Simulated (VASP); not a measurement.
Set up this calculation in VASP 6.6.1, as the native input.

```
Task                   : single point
Functional             : PBE
Potentials or basis    : VASP PAW PBE potentials, release 64 (B, As)
Cutoff                 : 520 eV
k mesh                 : 4 × 4 × 4
Occupations            : gaussian, width 0.1 eV
Spin                   : no spin polarisation
Dipole correction      : no
Further INCAR settings : ALGO = Normal; EDIFF = 1e-06; NBANDS = 24
```

The structure of B3As lies in POSCAR:

```
B3As
1.0
    4.2788899685      0.0000000000      0.0000000000
    0.0000000000      4.2788899685      0.0000000000
    0.0000000000      0.0000000000      4.2788899685
B As
6 2
Direct
    0.2500000000      0.0000000000      0.5000000000
    0.7500000000      0.0000000000      0.5000000000
    0.5000000000      0.2500000000      0.0000000000
    0.5000000000      0.7500000000      0.0000000000
    0.0000000000      0.5000000000      0.2500000000
    0.0000000000      0.5000000000      0.7500000000
    0.0000000000      0.0000000000      0.0000000000
    0.5000000000      0.5000000000      0.5000000000
```

These files were run (other wordings do the same):

INCAR

```
  PREC = Accurate
  ENCUT = 520
  EDIFF = 1E-6
  ISMEAR = 0
  SIGMA = 0.1
  LREAL = False
  LASPH = True
  NELM = 80
  ALGO = Normal
  ISIF = 2
  LWAVE = False
  LCHARG = False
  GGA = PE
  NBANDS = 24
```

KPOINTS

```
Automatic mesh
0
Gamma
  4 4 4
```

Potentials or basis: VASP PAW PBE potentials, release 64 (B, As).

The run is started by

```console
$ cat potpaw_PBE.64/B/POTCAR potpaw_PBE.64/As/POTCAR > POTCAR
$ mpirun -np 1 vasp_std > vasp.out
```

It gave:

| Item | Value |
| --- | --- |
| Pressure | 0.4 GPa |
| Band gap on the k mesh | zero (band 14 reaches 10.32 eV, above the bottom of band 15 at 7.11 eV) |

Caveat: the k points lie up to 0.37 Å⁻¹ apart.

Run time: 7.5 s on 1 thread of Intel(R) Xeon(R) 6975P-C (Granite Rapids), on a shared host, peak memory 0.17 GiB.
